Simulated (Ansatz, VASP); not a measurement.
NbN in VASP and in Ansatz

File INCAR:

```
PREC = Accurate
ENCUT = 520
EDIFF = 1E-7
ISMEAR = -1
SIGMA = 0.05
LREAL = F
LASPH = T
NELM = 200
ALGO = Normal
ISIF = 2
LWAVE = F
LCHARG = F
ISPIN = 2
MAGMOM = 2 0
LORBIT = 11
LMAXMIX = 4
GGA = PE
IBRION = 2
NSW = 80
EDIFFG = -0.02
GGA_COMPAT = F
NELMIN = 4
KPAR = 4
```

KPOINTS

```
regular mesh
0
Gamma
  18 18 18
```

Contents of POSCAR:

```
NbN
1.0
    0.0000000000      2.1945000000      2.1945000000
    2.1945000000      0.0000000000      2.1945000000
    2.1945000000      2.1945000000      0.0000000000
Nb N
1 1
Direct
    0.5000000000      0.5000000000      0.5000000000
    0.0000000000      0.0000000000      0.0000000000
```

Input for Ansatz:

```yaml
crystal:
  lattice:
    - [0.0, 2.1945, 2.1945]
    - [2.1945, 0.0, 2.1945]
    - [2.1945, 2.1945, 0.0]
  atoms:
    - { symbol: Nb, position: [0.5, 0.5, 0.5], spin: 2.0 }
    - { symbol: "N", position: [0.0, 0.0, 0.0] }
magnetization:
  spin_polarized: true
kpoints:
  mp_grid: { grid: [18, 18, 18] }
scf:
  occupations: { method: fermi_dirac, width: 0.05 }
hamiltonian:
  xc: pbe
  pseudopotentials: { kind: paw }
output:
  forces: true
  stress: true
  populations: true
  efg:
    quadrupole_moments_barn: { Nb: -0.32, "N": 0.02044 }
    contact_densities: true
  write_density: true
  write_potential: true
  elf: true
  volumetric_format: npy
relax:
  f_tol: 0.02
  max_steps: 60
```

Alike in both runs: task relaxation of the atoms; functional PBE; k mesh 18 × 18 × 18; occupations fermi-dirac, width 0.05 eV; collinear spin.

|  | VASP | Ansatz |
| --- | --- | --- |
| version | VASP 6.6.1 | Ansatz 0.2.0 |
| potentials or method | VASP PAW PBE potentials, release 64 (Nb_sv, N) | plane-wave PAW, scalar-relativistic |
| plane-wave cutoff (eV) | 520 | 420 |
| valence electrons in the cell | 18 | 18 |

```tsv
	VASP	Ansatz	Ansatz less VASP
net moment per atom (μB)	0.00	0.00	0.000
```

Ansatz's warnings: seeded moment not kept, stress scf threshold loose.

Noted on VASP's run: the relaxation stopped at its first step, so nothing moved.
